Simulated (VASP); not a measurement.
# Cd (Fm-3m) in VASP: further runs

Runs on Cd. Level: PBE. Tasks: single point.

Program: VASP 6.6.1. These are calculated values, not measurements. Logs are shortened: lines on timing, memory, paths and dates and some standing lists are left out, and cuts for length are marked.

**1. The cell of the first run**

The structure is cubic, space group Fm-3m (No. 225). The conventional cell has a = 4.548 Å, b = 4.548 Å, c = 4.548 Å, α = 90.00°, β = 90.00°, γ = 90.00°. Cd (site symmetry m-3m) has 12 Cd at 3.22 Å within 4.2 Å.

**2. Single point, PBE (volume 23.519 Å^3 an atom, c/a of the conventional cell 1.0000)**

Input file INCAR:

```
PREC = Accurate
ENCUT = 520
EDIFF = 1E-7
ISMEAR = 0
SIGMA = 0.15
LREAL = F
LASPH = T
NELM = 80
ALGO = Normal
ISIF = 2
LWAVE = F
LCHARG = F
GGA = PE
NBANDS = 12
```

Input file KPOINTS:

```
regular mesh
0
Gamma
  18 18 18
```

Input file POSCAR:

```
Cd
1.0
    0.0000000000      2.2740305010      2.2740305010
    2.2740305010      0.0000000000      2.2740305010
    2.2740305010      2.2740305010      0.0000000000
Cd
1
Direct
    0.0000000000      0.0000000000      0.0000000000
```

Potentials or basis: VASP PAW PBE potentials, release 64 (Cd).

Command:

```console
$ cat potpaw_PBE.64/Cd/POTCAR > POTCAR
$ mpirun -np 1 vasp_std > vasp.out
```

OUTCAR:

```text
PREC = Accurate
   ENCUT = 520
   EDIFF = 1E-7
   ISMEAR = 0
   LREAL = F
   LASPH = T
   NELM = 80
   ISIF = 2
   GGA = PE

 ion  position               nearest neighbor table
   1  0.000  0.000  0.000-

  LATTYP: Found a face centered cubic cell.
 ALAT       =     4.5480610020

  Lattice vectors:

 A1 = (   0.0000000000,   2.2740305010,   2.2740305010)
 A2 = (   2.2740305010,   0.0000000000,   2.2740305010)
 A3 = (   2.2740305010,   2.2740305010,   0.0000000000)

Analysis of symmetry for initial positions (statically):
=====================================================================
 Subroutine PRICEL returns:
 Original cell was already a primitive cell.

 Routine SETGRP: Setting up the symmetry group for a
 face centered cubic supercell.

 Subroutine GETGRP returns: Found 48 space group operations
 (whereof 48 operations were pure point group operations)
 out of a pool of 48 trial point group operations.

The static configuration has the point symmetry O_h .

Analysis of symmetry for dynamics (positions and initial velocities):
=====================================================================
 Subroutine PRICEL returns:
 Original cell was already a primitive cell.

 Routine SETGRP: Setting up the symmetry group for a
 face centered cubic supercell.

 Subroutine GETGRP returns: Found 48 space group operations
 (whereof 48 operations were pure point group operations)
 out of a pool of 48 trial point group operations.

The dynamic configuration has the point symmetry O_h .

 Subroutine INISYM returns: Found 48 space group operations
 (whereof 48 operations are pure point group operations),
 and found     1 'primitive' translations

----------------------------------------------------------------------------------------

                                     Primitive cell

  volume of cell :      23.5190

  direct lattice vectors                    reciprocal lattice vectors
     0.000000000  2.274030501  2.274030501    -0.219873920  0.219873920  0.219873920
     2.274030501  0.000000000  2.274030501     0.219873920 -0.219873920  0.219873920
     2.274030501  2.274030501  0.000000000     0.219873920  0.219873920 -0.219873920

  length of vectors
     3.215964776  3.215964776  3.215964776     0.380832800  0.380832800  0.380832800

  position of ions in fractional coordinates (direct lattice)
     0.000000000  0.000000000  0.000000000

  ion indices of the primitive-cell ions
   primitive index   ion index
[... 74 lines left out ...]
   LREAL  =      F    real-space projection
   EDIFFG = 0.1E-05   stopping-criterion for IOM
   NSW    =      0    number of steps for IOM
   IBRION =     -1    ionic relax: 0-MD 1-quasi-New 2-CG
   NFREE  =      0    steps in history (QN), initial steepest desc. (CG)
   ISIF   =      2    stress and relaxation
   ISYM   =      2    0-nonsym 1-usesym 2-fastsym
   POTIM  = 0.5000    time-step for ionic-motion
   TEBEG  =    0.0;   TEEND  =   0.0 temperature during run
   PSTRESS=    0.0 pullay stress
   NELECT =      12.0000    total number of electrons
   NUPDOWN=      -1.0000    fix difference up-down
   EMIN   =  10.00;   EMAX   =-10.00  energy-range for DOS
   EFERMI =   0.00;   METHOD = LEGACY
   ISMEAR =     0;   SIGMA  =   0.15  broadening in eV -4-tet -1-fermi 0-gaus
   EFERMI_NEDOS =   21; number of points for ismear=-14 and -15
   IALGO  =     38    algorithm
   IMIX   =      4    mixing-type and parameters
     AMIX     =   0.40;   BMIX     =  1.00
     AMIX_MAG =   1.60;   BMIX_MAG =  1.00
  volume/ion in A,a.u.               =      23.52       158.71
  Fermi-wavevector in a.u.,A,eV,Ry     =   1.308164  2.472072 23.283566  1.711294
  Thomas-Fermi vector in A             =   2.438850
   LORBIT       =      0    0 simple, 1 ext, 2 COOP (PROOUT), +10 PAW based schemes
   GGA     = PE    functional components
   LHFCALC =     F    Hartree Fock is set to
   AEXX    =    0.0000 exact exchange contribution
   IVDW    =     0    specifies the selected vdW correction
   LEPSILON=     F    determine dielectric tensor
   LRPA    =     F    only Hartree local field effects (RPA)
 non-spin polarized calculation
 Gauss-broadening in eV      SIGMA  =   0.15
  energy-cutoff  :      520.00
  volume of cell :       23.52
 maximum number of plane-waves:       648
   NGX = 11   NGY = 11   NGZ = 11

 number of electron      11.9999997 magnetization

 Free energy of the ion-electron system (eV)
  ---------------------------------------------------
  ext. energy  EPLUGINS =         0.00000000
  ---------------------------------------------------
  free energy    TOTEN  =        -0.74030861 eV

  energy without entropy =       -0.73617466  energy(sigma->0) =       -0.73824163

 E-fermi :   2.2639     XC(G=0): -10.5971

 val. band max:        2.1924247254   @ k =  -0.3333   0.3333   0.1667
 cond. band min:       2.2893501569   @ k =   0.5000   0.1111   0.0556
 fundamental gap:      0.0969254315
 Fermi energy:         2.2638711996

 k-point     1 :       0.0000    0.0000    0.0000
  band No.  band energies     occupation
      1      -6.6321      2.00000
      2      -6.6321      2.00000
      3      -6.6321      2.00000
      4      -6.2477      2.00000
      5      -6.2477      2.00000
      6      -5.9321      2.00000
      7      15.9437      0.00000
      8      16.5292      0.00000
      9      16.5292      0.00000
     10      16.5292      0.00000
     11      19.7991      0.00000
     12      19.7991      0.00000
[... 331 lines left out ...]
 k-point    24 :      -0.2222    0.0556    0.0000
  band No.  band energies     occupation
      1      -6.7900      2.00000
      2      -6.5477      2.00000
      3      -6.5308      2.00000
      4      -6.2439      2.00000
      5      -6.1680      2.00000
      6      -4.3423      2.00000
      7       8.6256      0.00000
      8      13.4710      0.00000
      9      16.1800      0.00000
     10      16.3529      0.00000
     11      18.9018      0.00000
     12      19.1162      0.00000

 [... further k-points ...]
[... 5 lines left out ...]
  --------------------------------------------------------------------------------------
  -------------------------------------------------------------------------------------
  Total       -0.1339593     -0.1339593     -0.1339593      0.0000000      0.0000000      0.0000000
  in kB       -9.1256687     -9.1256687     -9.1256687      0.0000000      0.0000000      0.0000000
  external PRESSURE =      -9.1256687 kB  Pullay stress =       0.0000000 kB

 VOLUME and BASIS-vectors are now :
 -----------------------------------------------------------------------------
  energy-cutoff  :      520.00
  volume of cell :       23.52
      direct lattice vectors                 reciprocal lattice vectors
     0.000000000  2.274030501  2.274030501    -0.219873920  0.219873920  0.219873920
     2.274030501  0.000000000  2.274030501     0.219873920 -0.219873920  0.219873920
     2.274030501  2.274030501  0.000000000     0.219873920  0.219873920 -0.219873920

 POSITION                                       TOTAL-FORCE (eV/Angst)
 -----------------------------------------------------------------------------------
      0.00000      0.00000      0.00000         0.000000      0.000000      0.000000
 -----------------------------------------------------------------------------------
    total drift:                               -0.000000      0.000000     -0.000000

  FREE ENERGIE OF THE ION-ELECTRON SYSTEM (eV)
  ---------------------------------------------------
  free  energy   TOTEN  =        -0.7403086114 eV

  energy  without entropy=       -0.7361746568  energy(sigma->0) =       -0.73824163
```

OSZICAR:

```text
N       E                     dE             d eps       ncg     rms          rms(c)
DAV:   1     0.690295530658E+02    0.69030E+02   -0.69442E+03  4984   0.981E+02
DAV:   2     0.500890271167E+00   -0.68529E+02   -0.65225E+02  5092   0.234E+02
DAV:   3    -0.775004833665E+00   -0.12759E+01   -0.12752E+01  5588   0.358E+01
DAV:   4    -0.776576643828E+00   -0.15718E-02   -0.15718E-02  5280   0.124E+00
DAV:   5    -0.776580515032E+00   -0.38712E-05   -0.38709E-05  5580   0.617E-02    0.253E+00
DAV:   6    -0.740925073619E+00    0.35655E-01   -0.10057E-01  5584   0.391E+00    0.211E+00
DAV:   7    -0.739871185052E+00    0.10539E-02   -0.93966E-03  5444   0.982E-01    0.107E+00
DAV:   8    -0.740268183031E+00   -0.39700E-03   -0.14090E-03  4976   0.493E-01    0.582E-02
DAV:   9    -0.740304770415E+00   -0.36587E-04   -0.17820E-05  5580   0.399E-02    0.939E-03
DAV:  10    -0.740308767387E+00   -0.39970E-05   -0.31680E-06  5016   0.192E-02    0.123E-03
DAV:  11    -0.740308654342E+00    0.11304E-06   -0.15109E-08  3800   0.116E-03    0.638E-04
DAV:  12    -0.740308611408E+00    0.42934E-07   -0.41874E-09  2700   0.808E-04
   1 F= -.74030861E+00 E0= -.73824163E+00  d E =-.413395E-02
```

Wall time 11 s (1 thread of Intel Xeon 6975P-C (Granite Rapids), shared host); peak memory 0.17 GiB.

Results:

```yaml
Free_energy: -0.7403 eV
Pressure: -0.9 GPa
Band_gap_on_the_k_mesh: zero (band 6 reaches 3.85 eV, above the bottom of band 7 at 0.89 eV)
```

Levels at points of the mesh, in eV from the Fermi level:
```csv
k point,band 3,band 4,band 5,band 6,band 7,band 8,band 9,band 10
"(0.00, 0.00, 0.00)",-8.90,-8.51,-8.51,-8.20,13.68,14.27,14.27,14.27
"(0.50, 0.00, 0.00)",-8.89,-8.19,-8.19,-1.98,-1.38,11.94,11.94,12.81
"(0.50, 0.50, 0.00)",-8.21,-8.11,-8.11,-0.56,1.17,6.59,6.59,10.54
```

**3. Single point, PBE (volume 24.129 Å^3 an atom, c/a of the conventional cell 1.0000)**

Changes to INCAR since step 2:

```diff
@@ -2,3 +2,3 @@
 ENCUT = 520
-EDIFF = 1E-7
+EDIFF = 1E-6
 ISMEAR = 0
```

KPOINTS is that of step 2.

Input file POSCAR:

```
Cd
1.0
    0.0000000000      2.2935230505      2.2935230505
    2.2935230505      0.0000000000      2.2935230505
    2.2935230505      2.2935230505      0.0000000000
Cd
1
Direct
    0.0000000000      0.0000000000      0.0000000000
```

Potentials or basis: VASP PAW PBE potentials, release 64 (Cd).

Command:

```console
$ cat potpaw_PBE.64/Cd/POTCAR > POTCAR
$ mpirun -np 1 vasp_std > vasp.out
```

OUTCAR:

```text
PREC = Accurate
   ENCUT = 520
   EDIFF = 1E-6
   ISMEAR = 0
   LREAL = F
   LASPH = T
   NELM = 80
   ISIF = 2
   GGA = PE

 ion  position               nearest neighbor table
   1  0.000  0.000  0.000-

  LATTYP: Found a face centered cubic cell.
 ALAT       =     4.5870461010

  Lattice vectors:

 A1 = (   0.0000000000,   2.2935230505,   2.2935230505)
 A2 = (   2.2935230505,   0.0000000000,   2.2935230505)
 A3 = (   2.2935230505,   2.2935230505,   0.0000000000)

Analysis of symmetry for initial positions (statically):
=====================================================================
 Subroutine PRICEL returns:
 Original cell was already a primitive cell.

 Routine SETGRP: Setting up the symmetry group for a
 face centered cubic supercell.

 Subroutine GETGRP returns: Found 48 space group operations
 (whereof 48 operations were pure point group operations)
 out of a pool of 48 trial point group operations.

The static configuration has the point symmetry O_h .

Analysis of symmetry for dynamics (positions and initial velocities):
[... 164 lines left out ...]
 k-point     1 :       0.0000    0.0000    0.0000
  band No.  band energies     occupation
      1      -6.7423      2.00000
      2      -6.7423      2.00000
      3      -6.7423      2.00000
      4      -6.3793      2.00000
      5      -6.3793      2.00000
      6      -5.9243      2.00000
      7      15.6802      0.00000
      8      16.1074      0.00000
      9      16.1074      0.00000
     10      16.1074      0.00000
     11      19.3534      0.00000
     12      19.3534      0.00000
[... 331 lines left out ...]
 k-point    24 :      -0.2222    0.0556    0.0000
  band No.  band energies     occupation
      1      -6.8857      2.00000
      2      -6.6619      2.00000
      3      -6.6462      2.00000
      4      -6.3749      2.00000
      5      -6.3017      2.00000
      6      -4.3748      2.00000
      7       8.3429      0.00000
      8      13.1099      0.00000
      9      15.7316      0.00000
     10      16.0363      0.00000
     11      18.5030      0.00000
     12      18.7131      0.00000

 [... further k-points ...]

------------------------ aborting loop because EDIFF is reached ----------------------------------------

  FORCE on cell =-STRESS in cart. coord.  units (eV):
  Direction    XX          YY          ZZ          XY          YZ          ZX
  --------------------------------------------------------------------------------------
  -------------------------------------------------------------------------------------
  Total       -0.2665832     -0.2665832     -0.2665832      0.0000000      0.0000000      0.0000000
  in kB      -17.7012520    -17.7012520    -17.7012520      0.0000000      0.0000000      0.0000000
  external PRESSURE =     -17.7012520 kB  Pullay stress =       0.0000000 kB

 VOLUME and BASIS-vectors are now :
 -----------------------------------------------------------------------------
  energy-cutoff  :      520.00
  volume of cell :       24.13
      direct lattice vectors                 reciprocal lattice vectors
     0.000000000  2.293523051  2.293523051    -0.218005221  0.218005221  0.218005221
     2.293523051  0.000000000  2.293523051     0.218005221 -0.218005221  0.218005221
     2.293523051  2.293523051  0.000000000     0.218005221  0.218005221 -0.218005221

 POSITION                                       TOTAL-FORCE (eV/Angst)
 -----------------------------------------------------------------------------------
      0.00000      0.00000      0.00000         0.000000      0.000000      0.000000
 -----------------------------------------------------------------------------------
    total drift:                               -0.000000      0.000000     -0.000000

  FREE ENERGIE OF THE ION-ELECTRON SYSTEM (eV)
  ---------------------------------------------------
  free  energy   TOTEN  =        -0.7351729191 eV

  energy  without entropy=       -0.7310084566  energy(sigma->0) =       -0.73309069
```

Wall time 11 s (1 thread of Intel Xeon 6975P-C (Granite Rapids), shared host); peak memory 0.17 GiB.

Results:

* Free energy: -0.7352 eV
* Pressure: -1.8 GPa
* Band gap on the k mesh: zero (band 6 reaches 3.69 eV, above the bottom of band 7 at 0.69 eV)

**4. Single point, PBE (volume 24.740 Å^3 an atom, c/a of the conventional cell 1.0000)**

Input file INCAR:

```
PREC = Accurate
ENCUT = 520
EDIFF = 1E-6
ISMEAR = 0
SIGMA = 0.15
LREAL = False
LASPH = True
NELM = 60
ALGO = Fast
ISIF = 2
LWAVE = False
LCHARG = False
GGA = PE
NBANDS = 12
```

KPOINTS is that of step 3.

Input file POSCAR:

```
Cd
1.0
    0.0000000000      2.3127209431      2.3127209431
    2.3127209431      0.0000000000      2.3127209431
    2.3127209431      2.3127209431      0.0000000000
Cd
1
Direct
    0.0000000000      0.0000000000      0.0000000000
```

Command:

```console
$ cat potpaw_PBE.64/Cd/POTCAR > POTCAR
$ mpirun -np 1 vasp_std > vasp.out
```

It took 11 s on 1 thread of Intel Xeon 6975P-C (Granite Rapids), shared host; peak memory 0.17 GiB.

It converged, with:

```yaml
Free_energy: -0.7271 eV
Pressure: -2.4 GPa
Band_gap_on_the_k_mesh: zero (band 6 reaches 3.49 eV, above the bottom of band 7 at 0.50 eV)
```

Levels at points of the mesh, in eV from the Fermi level:
```csv
k point,band 4,band 5,band 6,band 7,band 8,band 9
"(0.00, 0.00, 0.00)",-8.45,-8.45,-7.86,13.48,13.76,13.76
"(0.50, 0.00, 0.00)",-8.16,-8.16,-1.80,-1.45,11.49,11.49
"(0.50, 0.50, 0.00)",-8.09,-8.09,-0.45,0.99,6.41,6.41
```

**5. Overview**

| cell | gap on the mesh (eV) | pressure (GPa) |
| --- | --- | --- |
| a = 3.216 Å, angles 60.0°, 1 atom | none | -0.9 |
| a = 3.244 Å, angles 60.0°, 1 atom | none | -1.8 |
| a = 3.271 Å, angles 60.0°, 1 atom | none | -2.4 |

Alike in all rows: task single point; level PBE; potentials or basis VASP PAW PBE potentials, release 64 (Cd); no spin polarisation; k mesh 18 × 18 × 18; cutoff (eV) 520; smearing gaussian 0.15 eV.

Total energies depend on the potentials used, so only differences within one code and one set of settings carry meaning.
